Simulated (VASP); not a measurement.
Set up this calculation in VASP 6.6.1, as the native input.

```
Task                   : single point
Functional             : PBE
Potentials or basis    : VASP PAW PBE potentials, release 64 (Li_sv, Ta_pv, O)
Cutoff                 : 520 eV
k mesh                 : 4 × 4 × 4
Occupations            : gaussian, width 0.1 eV
Spin                   : collinear spin, ferromagnetic start
Starting moments       : [0.0, 0.0, 0.0, 1.0, 1.0, 0.0] μB
Dipole correction      : no
Further INCAR settings : ALGO = Normal; EDIFF = 1e-07; NBANDS = 32
```

The structure of Li3Ta2O lies in POSCAR:

```
Li3Ta2O
1.0
    4.3933902700      0.0000000000      0.0000000000
    0.0000000000      4.3933902700      0.0000000000
    0.0000000000      0.0000000000      4.6786110900
Li Ta O
3 2 1
Direct
    0.0000000000      0.0000000000      0.2619861700
    0.0000000000      0.0000000000      0.7380138300
    0.5000000000      0.5000000000      0.5000000000
    0.5000000000      0.0000000000      0.0000000000
    0.0000000000      0.5000000000      0.0000000000
    0.5000000000      0.5000000000      0.0000000000
```

One way to write it, as run:

INCAR

```
ALGO     = Normal         # electronic algorithm
EDIFF    = 1E-7           # SCF threshold, eV
ENCUT    = 520            # plane-wave cutoff, eV
GGA      = PE             # functional
ISIF     = 2              # what is computed and relaxed
ISMEAR   = 0              # smearing method
ISPIN    = 2              # spin polarisation
LASPH    = True           # aspherical terms in the spheres
LCHARG   = False          # write CHGCAR
LMAXMIX  = 4              # l up to which the mixer works
LORBIT   = 11             # projections on sites
LREAL    = False          # projectors in reciprocal space
LWAVE    = False          # write WAVECAR
MAGMOM   = 0 0 0 1 1 0    # initial moments
NBANDS   = 32             # bands
NELM     = 150            # most SCF steps
PREC     = Accurate       # precision mode
SIGMA    = 0.1            # smearing width, eV
```

KPOINTS

```
k-points
0
Gamma
  4 4 4
```

Potentials or basis: VASP PAW PBE potentials, release 64 (Li_sv, Ta_pv, O).

The run is started by

```bash
$ cat potpaw_PBE.64/Li_sv/POTCAR potpaw_PBE.64/Ta_pv/POTCAR potpaw_PBE.64/O/POTCAR > POTCAR
$ mpirun -np 1 vasp_std > vasp.out
```

Results of the run:

```yaml
Largest_force: 1.768 eV/Å
Net_moment: 0.00 μB per cell
Valence_electrons_inside_the_program's_atomic_spheres: Li 2.19, 2.06; Ta 8.75; O 4.99
```

Caveat: forces of over 1 eV/Å act on the atoms, so gaps and moduli don't describe the material at rest.

Wall time 61 s on 1 thread of Intel(R) Xeon(R) 6975P-C (Granite Rapids), on a shared host, peak memory 0.28 GiB.
